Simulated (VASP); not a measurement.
# YAl2N3 in VASP: a series of runs

Runs on YAl2N3. Level: PBE. Tasks: single point, relaxation of cell and atoms.

Everything below comes from runs of VASP 6.6.1. Logs are shortened: lines on timing, memory, paths and dates and some standing lists are left out, and cuts for length are marked.

### Step 1. The cell of the first run

The typed cell holds 6 atoms: a = 5.113 Å, b = 5.113 Å, c = 2.915 Å, α = 90.00°, β = 90.00°, γ = 120.00°.

### Step 2. Single point, PBE

INCAR

```
SYSTEM = YAl2N3
ALGO     = Normal         ! electronic algorithm
EDIFF    = 1E-7           ! SCF threshold, eV
ENCUT    = 520            ! plane-wave cutoff, eV
GGA      = PE             ! functional
ISIF     = 2              ! what is computed and relaxed
ISMEAR   = 0              ! smearing method
LASPH    = .TRUE.         ! aspherical terms in the spheres
LCHARG   = .FALSE.        ! write CHGCAR
LREAL    = .FALSE.        ! projectors in reciprocal space
LWAVE    = .FALSE.        ! write WAVECAR
NBANDS   = 25             ! bands
NELM     = 100            ! most SCF steps
PREC     = Accurate       ! precision mode
SIGMA    = 0.1            ! smearing width, eV
```

KPOINTS

```
k-points
0
G
  6 6 2
  0 0 0
```

POSCAR

```
YAl2N3
1.0
    5.1128202724      0.0000000000      0.0000000000
   -2.5564101362      4.4278322409      0.0000000000
    0.0000000000      0.0000000000      2.9153372523
Y Al N
1 2 3
Direct
    0.0000000000      0.0000000000      0.0000000000
    0.3333333333      0.6666666667      0.4999432120
    0.6666666667      0.3333333333      0.5000567880
    0.5000000000      0.0000000000      0.0000000000
    0.0000000000      0.5000000000      0.0000000000
    0.5000000000      0.5000000000      0.0000000000
```

Potentials or basis: VASP PAW PBE potentials, release 64 (Y_sv, Al, N).

Run with:

```console
cat potpaw_PBE.64/Y_sv/POTCAR potpaw_PBE.64/Al/POTCAR potpaw_PBE.64/N/POTCAR > POTCAR
mpirun -np 1 vasp_std > vasp.out
```

OUTCAR:

```text
SYSTEM = YAl2N3
   EDIFF = 1E-7
   ENCUT = 520
   GGA = PE
   ISIF = 2
   ISMEAR = 0
   LASPH = .TRUE.
   LREAL = .FALSE.
   NELM = 100
   PREC = Accurate

 ion  position               nearest neighbor table
   1  0.000  0.000  0.000-   4 2.56   4 2.56   6 2.56   5 2.56   5 2.56   6 2.56   2 3.29   3 3.29
                             3 3.29   2 3.29   2 3.29   3 3.29   2 3.29   3 3.29   2 3.29   3 3.29
   2  0.333  0.667  0.500-   5 2.07   4 2.07   6 2.07   5 2.07   4 2.07   6 2.07   3 2.95   3 2.95
                             3 2.95   1 3.29   1 3.29   1 3.29   1 3.29   1 3.29   1 3.29
   3  0.667  0.333  0.500-   5 2.07   4 2.07   6 2.07   5 2.07   4 2.07   6 2.07   2 2.95   2 2.95
                             2 2.95   1 3.29   1 3.29   1 3.29   1 3.29   1 3.29   1 3.29
   4  0.500  0.000  0.000-   2 2.07   3 2.07   3 2.07   2 2.07   1 2.56   1 2.56
   5  0.000  0.500  0.000-   2 2.07   3 2.07   3 2.07   2 2.07   1 2.56   1 2.56
   6  0.500  0.500  0.000-   2 2.07   3 2.07   3 2.07   2 2.07   1 2.56   1 2.56

  LATTYP: Found a hexagonal cell.
 ALAT       =     5.1128202724
 C/A-ratio  =     0.5702013951

  Lattice vectors:

 A1 = (   5.1128202724,   0.0000000000,   0.0000000000)
 A2 = (  -2.5564101362,   4.4278322409,   0.0000000000)
 A3 = (   0.0000000000,   0.0000000000,   2.9153372523)

Analysis of symmetry for initial positions (statically):
=====================================================================
 Subroutine PRICEL returns:
 Original cell was already a primitive cell.

 Routine SETGRP: Setting up the symmetry group for a
 hexagonal supercell.

 Subroutine GETGRP returns: Found 12 space group operations
 (whereof 12 operations were pure point group operations)
 out of a pool of 24 trial point group operations.

The static configuration has the point symmetry D_3d.

Analysis of symmetry for dynamics (positions and initial velocities):
=====================================================================
 Subroutine PRICEL returns:
 Original cell was already a primitive cell.

 Routine SETGRP: Setting up the symmetry group for a
 hexagonal supercell.

 Subroutine GETGRP returns: Found 12 space group operations
 (whereof 12 operations were pure point group operations)
 out of a pool of 24 trial point group operations.

The dynamic configuration has the point symmetry D_3d.

 Subroutine INISYM returns: Found 12 space group operations
 (whereof 12 operations are pure point group operations),
 and found     1 'primitive' translations

----------------------------------------------------------------------------------------

                                     Primitive cell

  volume of cell :      65.9995

  direct lattice vectors                    reciprocal lattice vectors
     5.112820272  0.000000000  0.000000000     0.195586769  0.112922074  0.000000000
    -2.556410136  4.427832241  0.000000000     0.000000000  0.225844148  0.000000000
     0.000000000  0.000000000  2.915337252     0.000000000  0.000000000  0.343013488

  length of vectors
     5.112820272  5.112820272  2.915337252     0.225844148  0.225844148  0.343013488

  position of ions in fractional coordinates (direct lattice)
     0.000000000  0.000000000  0.000000000
     0.333333333  0.666666667  0.499943212
     0.666666667  0.333333333  0.500056788
     0.500000000  0.000000000  0.000000000
     0.000000000  0.500000000  0.000000000
     0.500000000  0.500000000  0.000000000

  ion indices of the primitive-cell ions
   primitive index   ion index
                 1           1
                 2           2
                 3           3
                 4           4
                 5           5
                 6           6

----------------------------------------------------------------------------------------

 KPOINTS: k-points

Automatic generation of k-mesh.
 Grid dimensions read from file:
 generate k-points for:    6    6    2

 Generating k-lattice:

  Cartesian coordinates                     Fractional coordinates (reciprocal lattice)
     0.032597795  0.018820346  0.000000000     0.166666667  0.000000000  0.000000000
     0.000000000  0.037640691  0.000000000     0.000000000  0.166666667  0.000000000
     0.000000000  0.000000000  0.171506744     0.000000000  0.000000000  0.500000000

  Length of vectors
     0.037640691  0.037640691  0.171506744

  Shift w.r.t. Gamma in fractional coordinates (k-lattice)
     0.000000000  0.000000000  0.000000000

 Subroutine IBZKPT returns following result:
 ===========================================

 Found     14 irreducible k-points:

 Following reciprocal coordinates:
            Coordinates               Weight
  0.000000  0.000000  0.000000      1.000000
  0.166667 -0.000000  0.000000      6.000000
  0.333333  0.000000  0.000000      6.000000
  0.500000 -0.000000  0.000000      3.000000
  0.166667  0.166667  0.000000      6.000000
  0.333333  0.166667  0.000000     12.000000
  0.333333  0.333333  0.000000      2.000000
  0.000000  0.000000  0.500000      1.000000
  0.166667 -0.000000  0.500000      6.000000
  0.333333  0.000000  0.500000      6.000000
  0.500000 -0.000000  0.500000      3.000000
  0.166667  0.166667  0.500000      6.000000
  0.333333  0.166667  0.500000     12.000000
  0.333333  0.333333  0.500000      2.000000
   k-points           NKPTS =     14   k-points in BZ     NKDIM =     14   number of bands    NBANDS=     25
   number of dos      NEDOS =    301   number of ions     NIONS =      6
   total plane-waves  NPLWV =  38400
   dimension x,y,z NGX =    40 NGY =   40 NGZ =   24
   dimension x,y,z NGXF=    80 NGYF=   80 NGZF=   48
   ions per type =               1   2   3
   NGX,Y,Z   is equivalent  to a cutoff of  13.01, 13.01, 13.69 a.u.
   NGXF,Y,Z  is equivalent  to a cutoff of  26.01, 26.01, 27.37 a.u.
 SYSTEM =  YAl2N3
   PREC   = accura    normal or accurate (medium, high low for compatibility)
   ISTART =      0    job   : 0-new  1-cont  2-samecut
   ICHARG =      2    charge: 1-file 2-atom 10-const
   ISPIN  =      1    spin polarized calculation?
   LNONCOLLINEAR =      F non collinear calculations
   LSORBIT =      F    spin-orbit coupling
   LASPH  =      T    aspherical Exc in radial PAW
   ENCUT  =  520.0 eV  38.22 Ry    6.18 a.u.   9.51  9.51  5.42*2*pi/ulx,y,z
   NELM   =    100;   NELMIN=  2; NELMDL= -5     # of ELM steps
   EDIFF  = 0.1E-06   stopping-criterion for ELM
   LREAL  =      F    real-space projection
   EDIFFG = 0.1E-05   stopping-criterion for IOM
   NSW    =      0    number of steps for IOM
   IBRION =     -1    ionic relax: 0-MD 1-quasi-New 2-CG
   NFREE  =      0    steps in history (QN), initial steepest desc. (CG)
   ISIF   =      2    stress and relaxation
   ISYM   =      2    0-nonsym 1-usesym 2-fastsym
   POTIM  = 0.5000    time-step for ionic-motion
   TEBEG  =    0.0;   TEEND  =   0.0 temperature during run
   PSTRESS=    0.0 pullay stress
   NELECT =      32.0000    total number of electrons
   NUPDOWN=      -1.0000    fix difference up-down
   EMIN   =  10.00;   EMAX   =-10.00  energy-range for DOS
   EFERMI =   0.00;   METHOD = LEGACY
   ISMEAR =     0;   SIGMA  =   0.10  broadening in eV -4-tet -1-fermi 0-gaus
   EFERMI_NEDOS =   21; number of points for ismear=-14 and -15
   IALGO  =     38    algorithm
   IMIX   =      4    mixing-type and parameters
     AMIX     =   0.40;   BMIX     =  1.00
     AMIX_MAG =   1.60;   BMIX_MAG =  1.00
  volume/ion in A,a.u.               =      11.00        74.23
  Fermi-wavevector in a.u.,A,eV,Ry     =   1.286110  2.430395 22.505098  1.654078
  Thomas-Fermi vector in A             =   2.418204
   LORBIT       =      0    0 simple, 1 ext, 2 COOP (PROOUT), +10 PAW based schemes
   GGA     = PE    functional components
   LHFCALC =     F    Hartree Fock is set to
   AEXX    =    0.0000 exact exchange contribution
   IVDW    =     0    specifies the selected vdW correction
   LEPSILON=     F    determine dielectric tensor
   LRPA    =     F    only Hartree local field effects (RPA)
 non-spin polarized calculation
 Gauss-broadening in eV      SIGMA  =   0.10
  energy-cutoff  :      520.00
  volume of cell :       66.00
 maximum number of plane-waves:      1822
 NGX is ok and might be reduce to    40
   NGX = 19   NGY = 19   NGZ = 11

 number of electron      31.9999997 magnetization

 Free energy of the ion-electron system (eV)
  ---------------------------------------------------
  ext. energy  EPLUGINS =         0.00000000
  ---------------------------------------------------
  free energy    TOTEN  =       -40.53909560 eV

  energy without entropy =      -40.51459653  energy(sigma->0) =      -40.52684606

 E-fermi :   7.4638     XC(G=0): -11.5782

 val. band max:        7.4586689844   @ k =   0.1667  -0.0000   0.5000
 cond. band min:       7.4904609498   @ k =   0.3333   0.0000   0.0000
 fundamental gap:      0.0317919654
 Fermi energy:         7.4638092917

 k-point     1 :       0.0000    0.0000    0.0000
  band No.  band energies     occupation
      1     -33.7910      2.00000
      2     -13.9590      2.00000
      3     -13.9590      2.00000
      4     -12.9893      2.00000
      5      -9.2731      2.00000
      6      -6.2542      2.00000
[... 17 lines left out ...]
     24      15.0071      0.00000
     25      15.0072      0.00000

 k-point     2 :       0.1667   -0.0000    0.0000
  band No.  band energies     occupation
      1     -33.7907      2.00000
      2     -13.9998      2.00000
      3     -13.9682      2.00000
      4     -12.9889      2.00000
      5      -9.0744      2.00000
      6      -6.5270      2.00000
[... 17 lines left out ...]
     24      14.3203      0.00000
     25      14.4207      0.00000

 k-point     3 :       0.3333    0.0000    0.0000
  band No.  band energies     occupation
      1     -33.7902      2.00000
      2     -14.0768      2.00000
      3     -13.9863      2.00000
      4     -12.9880      2.00000
      5      -8.5628      2.00000
      6      -7.1309      2.00000
[... 17 lines left out ...]
     24      14.3811      0.00000
     25      15.5374      0.00000

 k-point     4 :       0.5000   -0.0000    0.0000
  band No.  band energies     occupation
      1     -33.7900      2.00000
      2     -14.1133      2.00000
      3     -13.9953      2.00000
      4     -12.9876      2.00000
      5      -8.0410      2.00000
      6      -7.6785      2.00000
[... 17 lines left out ...]
     24      14.7014      0.00000
     25      16.2119      0.00000

 k-point     5 :       0.1667    0.1667    0.0000
  band No.  band energies     occupation
      1     -33.7904      2.00000
      2     -14.0508      2.00000
      3     -13.9894      2.00000
      4     -12.9883      2.00000
      5      -8.7202      2.00000
      6      -6.9170      2.00000
[... 17 lines left out ...]
     24      14.6744      0.00000
     25      15.1729      0.00000

 k-point     6 :       0.3333    0.1667    0.0000
  band No.  band energies     occupation
      1     -33.7900      2.00000
      2     -14.0940      2.00000
      3     -14.0157      2.00000
      4     -12.9876      2.00000
      5      -8.1633      2.00000
      6      -7.4541      2.00000
[... 17 lines left out ...]
     24      14.6473      0.00000
     25      16.1566      0.00000
[... 113 lines left out ...]
 k-point    11 :       0.5000   -0.0000    0.5000
  band No.  band energies     occupation
      1     -33.5585      2.00000
      2     -14.7341      2.00000
      3     -13.8021      2.00000
      4     -13.7279      2.00000
      5      -6.7559      2.00000
      6      -6.3936      2.00000
[... 17 lines left out ...]
     24      15.4800      0.00000
     25      17.1601      0.00000

 k-point    12 :       0.1667    0.1667    0.5000
  band No.  band energies     occupation
      1     -33.5587      2.00000
      2     -14.7369      2.00000
      3     -13.7609      2.00000
      4     -13.7230      2.00000
      5      -7.3319      2.00000
      6      -5.7512      2.00000
[... 17 lines left out ...]
     24      15.5612      0.00000
     25      15.9688      0.00000

 k-point    13 :       0.3333    0.1667    0.5000
  band No.  band energies     occupation
      1     -33.5585      2.00000
      2     -14.7341      2.00000
      3     -13.7898      2.00000
      4     -13.7406      2.00000
      5      -6.8517      2.00000
      6      -6.2135      2.00000
[... 17 lines left out ...]
     24      15.2574      0.00000
     25      16.9606      0.00000

 k-point    14 :       0.3333    0.3333    0.5000
  band No.  band energies     occupation
      1     -33.5584      2.00000
      2     -14.7331      2.00000
      3     -13.7730      2.00000
      4     -13.7730      2.00000
      5      -6.4843      2.00000
      6      -6.4843      2.00000
[... 17 lines left out ...]
     24      16.5006      0.00000
     25      17.0151      0.00000

------------------------ aborting loop because EDIFF is reached ----------------------------------------

  FORCE on cell =-STRESS in cart. coord.  units (eV):
  Direction    XX          YY          ZZ          XY          YZ          ZX
  --------------------------------------------------------------------------------------
  -------------------------------------------------------------------------------------
  Total       -0.0508052     -0.0508052     -0.1663964      0.0000000     -0.0000000      0.0000000
  in kB       -1.2333274     -1.2333274     -4.0393732      0.0000000     -0.0000000      0.0000000
  external PRESSURE =      -2.1686760 kB  Pullay stress =       0.0000000 kB

 VOLUME and BASIS-vectors are now :
 -----------------------------------------------------------------------------
  energy-cutoff  :      520.00
  volume of cell :       66.00
      direct lattice vectors                 reciprocal lattice vectors
     5.112820272  0.000000000  0.000000000     0.195586769  0.112922074  0.000000000
    -2.556410136  4.427832241  0.000000000     0.000000000  0.225844148  0.000000000
     0.000000000  0.000000000  2.915337252     0.000000000  0.000000000  0.343013488

 POSITION                                       TOTAL-FORCE (eV/Angst)
 -----------------------------------------------------------------------------------
      0.00000      0.00000      0.00000         0.000000      0.000000      0.000000
     -0.00000      2.95189      1.45750         0.000000      0.000000      0.000533
      2.55641      1.47594      1.45783        -0.000000     -0.000000     -0.000533
      2.55641      0.00000      0.00000         0.000000      0.000000      0.000000
     -1.27821      2.21392      0.00000         0.000000      0.000000      0.000000
      1.27821      2.21392      0.00000         0.000000      0.000000      0.000000
 -----------------------------------------------------------------------------------
    total drift:                               -0.000000      0.000000     -0.000000

  FREE ENERGIE OF THE ION-ELECTRON SYSTEM (eV)
  ---------------------------------------------------
  free  energy   TOTEN  =       -40.5390955996 eV

  energy  without entropy=      -40.5145965266  energy(sigma->0) =      -40.52684606
```

Wall time 19 s (1 thread of AMD EPYC 9R45 (Zen 5), shared host); peak memory 0.18 GiB.

Results:

```yaml
Free_energy: -40.5391 eV
Pressure: -0.2 GPa
Band_gap_on_the_k_mesh: zero (band 16 reaches 7.98 eV, above the bottom of band 17 at 7.16 eV)
```

Caveat: the k points lie up to 1.08 Å⁻¹ apart.

(Part 1 of 2 ends here.)
